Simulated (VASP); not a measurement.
# BiTe (Fm-3m) in VASP: a series of runs

BiTe is run at these levels: PBE; tasks: single point.

Everything below comes from runs of VASP 6.6.1. Logs are shortened: lines on timing, memory, paths and dates and some standing lists are left out, and cuts for length are marked.

**1. The cell of the first run**

The structure is cubic, space group Fm-3m (No. 225). The conventional cell has a = 6.470 Å, b = 6.470 Å, c = 6.470 Å, α = 90.00°, β = 90.00°, γ = 90.00°. Bi (site symmetry m-3m) has 6 Te at 3.23 Å within 4.3 Å. Te (site symmetry m-3m) has 6 Bi at 3.23 Å within 4.3 Å.

**2. Single point, PBE**

INCAR reads:

```
SYSTEM = BiTe
  ALGO = Normal
  EDIFF = 1E-7
  ENCUT = 520
  GGA = PE
  ISIF = 2
  ISMEAR = -1
  LASPH = .TRUE.
  LCHARG = .FALSE.
  LREAL = .FALSE.
  LWAVE = .FALSE.
  NBANDS = 18
  NELM = 60
  PREC = Accurate
  SIGMA = 0.15
```

KPOINTS reads:

```
k-points
0
G
  8 8 8
  0 0 0
```

POSCAR reads:

```
BiTe
1.0
    0.0000000000      3.2350000000      3.2350000000
    3.2350000000      0.0000000000      3.2350000000
    3.2350000000      3.2350000000      0.0000000000
Bi Te
1 1
Direct
    0.0000000000      0.0000000000      0.0000000000
    0.5000000000      0.5000000000      0.5000000000
```

Potentials or basis: VASP PAW PBE potentials, release 64 (Bi_d, Te).

Command:

```
$ cat potpaw_PBE.64/Bi_d/POTCAR potpaw_PBE.64/Te/POTCAR > POTCAR
$ mpirun -np 1 vasp_std > vasp.out
```

OUTCAR:

```text
SYSTEM = BiTe
   EDIFF = 1E-7
   ENCUT = 520
   GGA = PE
   ISIF = 2
   ISMEAR = -1
   LASPH = .TRUE.
   LREAL = .FALSE.
   NELM = 60
   PREC = Accurate

 ion  position               nearest neighbor table
   1  0.000  0.000  0.000-   2 3.23   2 3.23   2 3.23   2 3.23   2 3.23   2 3.23
   2  0.500  0.500  0.500-   1 3.23   1 3.23   1 3.23   1 3.23   1 3.23   1 3.23

  LATTYP: Found a face centered cubic cell.
 ALAT       =     6.4700000000

  Lattice vectors:

 A1 = (   0.0000000000,   3.2350000000,   3.2350000000)
 A2 = (   3.2350000000,   0.0000000000,   3.2350000000)
 A3 = (   3.2350000000,   3.2350000000,   0.0000000000)

Analysis of symmetry for initial positions (statically):
=====================================================================
 Subroutine PRICEL returns:
 Original cell was already a primitive cell.

 Routine SETGRP: Setting up the symmetry group for a
 face centered cubic supercell.

 Subroutine GETGRP returns: Found 48 space group operations
 (whereof 48 operations were pure point group operations)
 out of a pool of 48 trial point group operations.

The static configuration has the point symmetry O_h .

Analysis of symmetry for dynamics (positions and initial velocities):
=====================================================================
 Subroutine PRICEL returns:
 Original cell was already a primitive cell.

 Routine SETGRP: Setting up the symmetry group for a
 face centered cubic supercell.

 Subroutine GETGRP returns: Found 48 space group operations
 (whereof 48 operations were pure point group operations)
 out of a pool of 48 trial point group operations.

The dynamic configuration has the point symmetry O_h .

 Subroutine INISYM returns: Found 48 space group operations
 (whereof 48 operations are pure point group operations),
 and found     1 'primitive' translations

----------------------------------------------------------------------------------------

                                     Primitive cell

  volume of cell :      67.7100

  direct lattice vectors                    reciprocal lattice vectors
     0.000000000  3.235000000  3.235000000    -0.154559505  0.154559505  0.154559505
     3.235000000  0.000000000  3.235000000     0.154559505 -0.154559505  0.154559505
     3.235000000  3.235000000  0.000000000     0.154559505  0.154559505 -0.154559505

  length of vectors
     4.574980874  4.574980874  4.574980874     0.267704916  0.267704916  0.267704916

  position of ions in fractional coordinates (direct lattice)
     0.000000000  0.000000000  0.000000000
     0.500000000  0.500000000  0.500000000

  ion indices of the primitive-cell ions
   primitive index   ion index
                 1           1
                 2           2

----------------------------------------------------------------------------------------

 KPOINTS: k-points

Automatic generation of k-mesh.
 Grid dimensions read from file:
 generate k-points for:    8    8    8

 Generating k-lattice:

  Cartesian coordinates                     Fractional coordinates (reciprocal lattice)
    -0.019319938  0.019319938  0.019319938     0.125000000  0.000000000  0.000000000
     0.019319938 -0.019319938  0.019319938     0.000000000  0.125000000  0.000000000
     0.019319938  0.019319938 -0.019319938     0.000000000  0.000000000  0.125000000

  Length of vectors
     0.033463115  0.033463115  0.033463115

  Shift w.r.t. Gamma in fractional coordinates (k-lattice)
     0.000000000  0.000000000  0.000000000

 Subroutine IBZKPT returns following result:
 ===========================================

 Found     29 irreducible k-points:

 Following reciprocal coordinates:
            Coordinates               Weight
  0.000000  0.000000  0.000000      1.000000
  0.125000  0.000000  0.000000      8.000000
  0.250000  0.000000  0.000000      8.000000
  0.375000  0.000000  0.000000      8.000000
  0.500000  0.000000  0.000000      4.000000
  0.125000  0.125000  0.000000      6.000000
[... 16 lines left out ...]
  0.500000  0.250000  0.125000     48.000000
 -0.375000  0.250000  0.125000     24.000000
 [... further k-points ...]
   k-points           NKPTS =     29   k-points in BZ     NKDIM =     29   number of bands    NBANDS=     18
   number of dos      NEDOS =    301   number of ions     NIONS =      2
   total plane-waves  NPLWV =  46656
   dimension x,y,z NGX =    36 NGY =   36 NGZ =   36
   dimension x,y,z NGXF=    72 NGYF=   72 NGZF=   72
   ions per type =               1   1
   NGX,Y,Z   is equivalent  to a cutoff of  13.08, 13.08, 13.08 a.u.
   NGXF,Y,Z  is equivalent  to a cutoff of  26.16, 26.16, 26.16 a.u.
 SYSTEM =  BiTe
   PREC   = accura    normal or accurate (medium, high low for compatibility)
   ISTART =      0    job   : 0-new  1-cont  2-samecut
   ICHARG =      2    charge: 1-file 2-atom 10-const
   ISPIN  =      1    spin polarized calculation?
   LNONCOLLINEAR =      F non collinear calculations
   LSORBIT =      F    spin-orbit coupling
   LASPH  =      T    aspherical Exc in radial PAW
   ENCUT  =  520.0 eV  38.22 Ry    6.18 a.u.   8.51  8.51  8.51*2*pi/ulx,y,z
   NELM   =     60;   NELMIN=  2; NELMDL= -5     # of ELM steps
   EDIFF  = 0.1E-06   stopping-criterion for ELM
   LREAL  =      F    real-space projection
   EDIFFG = 0.1E-05   stopping-criterion for IOM
   NSW    =      0    number of steps for IOM
   IBRION =     -1    ionic relax: 0-MD 1-quasi-New 2-CG
   NFREE  =      0    steps in history (QN), initial steepest desc. (CG)
   ISIF   =      2    stress and relaxation
   ISYM   =      2    0-nonsym 1-usesym 2-fastsym
   POTIM  = 0.5000    time-step for ionic-motion
   TEBEG  =    0.0;   TEEND  =   0.0 temperature during run
   PSTRESS=    0.0 pullay stress
   NELECT =      21.0000    total number of electrons
   NUPDOWN=      -1.0000    fix difference up-down
   EMIN   =  10.00;   EMAX   =-10.00  energy-range for DOS
   EFERMI =   0.00;   METHOD = LEGACY
   ISMEAR =    -1;   SIGMA  =   0.15  broadening in eV -4-tet -1-fermi 0-gaus
   EFERMI_NEDOS =   21; number of points for ismear=-14 and -15
   IALGO  =     38    algorithm
   IMIX   =      4    mixing-type and parameters
     AMIX     =   0.40;   BMIX     =  1.00
     AMIX_MAG =   1.60;   BMIX_MAG =  1.00
  volume/ion in A,a.u.               =      33.86       228.46
  Fermi-wavevector in a.u.,A,eV,Ry     =   1.108146  2.094092 16.707785  1.227988
  Thomas-Fermi vector in A             =   2.244669
   LORBIT       =      0    0 simple, 1 ext, 2 COOP (PROOUT), +10 PAW based schemes
   GGA     = PE    functional components
   LHFCALC =     F    Hartree Fock is set to
   AEXX    =    0.0000 exact exchange contribution
   IVDW    =     0    specifies the selected vdW correction
   LEPSILON=     F    determine dielectric tensor
   LRPA    =     F    only Hartree local field effects (RPA)
 non-spin polarized calculation
  energy-cutoff  :      520.00
  volume of cell :       67.71
 maximum number of plane-waves:      1847
 NGX is ok and might be reduce to    36
   NGX = 17   NGY = 17   NGZ = 17

 number of electron      21.0000001 magnetization

 Free energy of the ion-electron system (eV)
  ---------------------------------------------------
  ext. energy  EPLUGINS =         0.00000000
  ---------------------------------------------------
  free energy    TOTEN  =        -7.22898882 eV

  energy without entropy =       -7.12988583  energy(sigma->0) =       -7.17943732

 E-fermi :   6.6696     XC(G=0):  -9.4328

 val. band max:        6.6440611326   @ k =  -0.2500   0.2500   0.0000
 cond. band min:       6.8263499262   @ k =   0.3750   0.1250   0.0000
 fundamental gap:      0.1822887936
 Fermi energy:         6.6695892661

 k-point     1 :       0.0000    0.0000    0.0000
  band No.  band energies     occupation
      1     -16.5016      2.00000
      2     -16.5016      2.00000
      3     -16.4988      2.00000
      4     -16.4988      2.00000
      5     -16.4988      2.00000
      6      -6.8708      2.00000
[... 10 lines left out ...]
     17      12.7686      0.00000
     18      13.2109      0.00000

 k-point     2 :       0.1250    0.0000    0.0000
  band No.  band energies     occupation
      1     -16.5021      2.00000
      2     -16.5021      2.00000
      3     -16.4985      2.00000
      4     -16.4979      2.00000
      5     -16.4979      2.00000
      6      -6.7313      2.00000
[... 10 lines left out ...]
     17      13.6696      0.00000
     18      14.0734      0.00000

 k-point     3 :       0.2500    0.0000    0.0000
  band No.  band energies     occupation
      1     -16.5038      2.00000
      2     -16.5038      2.00000
      3     -16.4978      2.00000
      4     -16.4954      2.00000
      5     -16.4954      2.00000
      6      -6.3189      2.00000
[... 10 lines left out ...]
     17      15.4365      0.00000
     18      15.8180      0.00000

 k-point     4 :       0.3750    0.0000    0.0000
  band No.  band energies     occupation
      1     -16.5055      2.00000
      2     -16.5055      2.00000
      3     -16.4971      2.00000
      4     -16.4928      2.00000
      5     -16.4928      2.00000
      6      -5.6556      2.00000
[... 10 lines left out ...]
     17      15.9063      0.00000
     18      17.2979      0.00000

 k-point     5 :       0.5000    0.0000    0.0000
  band No.  band energies     occupation
      1     -16.5062      2.00000
      2     -16.5062      2.00000
      3     -16.4969      2.00000
      4     -16.4917      2.00000
      5     -16.4917      2.00000
      6      -4.9156      2.00000
[... 10 lines left out ...]
     17      14.8568      0.00000
     18      15.8682      0.00000

 k-point     6 :       0.1250    0.1250    0.0000
  band No.  band energies     occupation
      1     -16.5034      2.00000
      2     -16.5009      2.00000
      3     -16.4992      2.00000
      4     -16.4973      2.00000
      5     -16.4973      2.00000
      6      -6.6865      2.00000
[... 10 lines left out ...]
     17      13.1196      0.00000
     18      13.4619      0.00000

 k-point     7 :       0.2500    0.1250    0.0000
  band No.  band energies     occupation
      1     -16.5053      2.00000
      2     -16.5013      2.00000
      3     -16.4991      2.00000
      4     -16.4956      2.00000
      5     -16.4950      2.00000
      6      -6.3709      2.00000
[... 10 lines left out ...]
     17      14.1433      0.00000
     18      14.4039      0.00000

 k-point     8 :       0.3750    0.1250    0.0000
  band No.  band energies     occupation
      1     -16.5070      2.00000
      2     -16.5031      2.00000
      3     -16.4978      2.00000
      4     -16.4938      2.00000
      5     -16.4924      2.00000
      6      -5.8034      2.00000
[... 10 lines left out ...]
     17      15.5302      0.00000
     18      16.1500      0.00000
[... 229 lines left out ...]
     17      16.1674      0.00000
     18      16.5100      0.00000

 k-point    20 :      -0.3750    0.3750    0.0000
  band No.  band energies     occupation
      1     -16.5120      2.00000
      2     -16.5003      2.00000
      3     -16.4985      2.00000
      4     -16.4909      2.00000
      5     -16.4898      2.00000
      6      -4.7702      2.00000
[... 10 lines left out ...]
     17      16.2248      0.00000
     18      17.4424      0.00000

 k-point    21 :       0.5000    0.5000    0.0000
  band No.  band energies     occupation
      1     -16.5156      2.00000
      2     -16.5022      2.00000
      3     -16.4970      2.00000
      4     -16.4883      2.00000
      5     -16.4883      2.00000
      6      -5.1127      2.00000
[... 10 lines left out ...]
     17      16.2858      0.00000
     18      17.2452      0.00000

 k-point    22 :       0.3750    0.2500    0.1250
  band No.  band energies     occupation
      1     -16.5073      2.00000
      2     -16.5016      2.00000
      3     -16.4989      2.00000
      4     -16.4938      2.00000
      5     -16.4931      2.00000
      6      -5.9856      2.00000
[... 10 lines left out ...]
     17      14.4617      0.00000
     18      15.7140      0.00000

 k-point    23 :       0.5000    0.2500    0.1250
  band No.  band energies     occupation
      1     -16.5083      2.00000
      2     -16.5028      2.00000
      3     -16.4972      2.00000
      4     -16.4929      2.00000
      5     -16.4916      2.00000
      6      -5.3806      2.00000
[... 10 lines left out ...]
     17      15.3482      0.00000
     18      16.2230      0.00000

 k-point    24 :      -0.3750    0.2500    0.1250
  band No.  band energies     occupation
      1     -16.5085      2.00000
      2     -16.5036      2.00000
      3     -16.4956      2.00000
      4     -16.4936      2.00000
      5     -16.4907      2.00000
      6      -4.7499      2.00000
[... 10 lines left out ...]
     17      15.6216      0.00000
     18      17.5861      0.00000

 [... further k-points ...]
[... 5 lines left out ...]
  --------------------------------------------------------------------------------------
  -------------------------------------------------------------------------------------
  Total        0.3338785      0.3338785      0.3338785      0.0000000     -0.0000000      0.0000000
  in kB        7.9003465      7.9003465      7.9003465      0.0000000     -0.0000000      0.0000000
  external PRESSURE =       7.9003465 kB  Pullay stress =       0.0000000 kB

 VOLUME and BASIS-vectors are now :
 -----------------------------------------------------------------------------
  energy-cutoff  :      520.00
  volume of cell :       67.71
      direct lattice vectors                 reciprocal lattice vectors
     0.000000000  3.235000000  3.235000000    -0.154559505  0.154559505  0.154559505
     3.235000000  0.000000000  3.235000000     0.154559505 -0.154559505  0.154559505
     3.235000000  3.235000000  0.000000000     0.154559505  0.154559505 -0.154559505

 POSITION                                       TOTAL-FORCE (eV/Angst)
 -----------------------------------------------------------------------------------
      0.00000      0.00000      0.00000         0.000000      0.000000     -0.000000
      3.23500      3.23500      3.23500         0.000000      0.000000      0.000000
 -----------------------------------------------------------------------------------
    total drift:                               -0.000000      0.000000      0.000000

  FREE ENERGIE OF THE ION-ELECTRON SYSTEM (eV)
  ---------------------------------------------------
  free  energy   TOTEN  =        -7.2289888220 eV

  energy  without entropy=       -7.1298858256  energy(sigma->0) =       -7.17943732
```

It took 13 s on 1 thread of Intel Xeon 6975P-C (Granite Rapids), shared host; peak memory 0.22 GiB.

Results:

* Free energy: -7.2290 eV
* Pressure: 0.8 GPa

Levels at points of the mesh, in eV from the Fermi level:
```tsv
k point	band 6	band 7	band 8	band 9	band 10	band 11	band 12	band 13	band 14	band 15
(0.00, 0.00, 0.00)	-13.54	-8.15	-2.56	-2.56	-2.56	2.14	2.14	2.14	4.65	4.65
(0.50, 0.00, 0.00)	-11.59	-11.27	-1.93	-1.93	-1.61	-0.83	-0.64	-0.64	7.31	7.75
(0.50, 0.50, 0.00)	-11.78	-9.97	-5.67	-4.03	-4.03	2.23	3.57	3.57	4.94	8.65
```

Caveat: spin-orbit coupling is left out, which moves the levels of the heavy elements.

(Continued in part 2 of 2.)
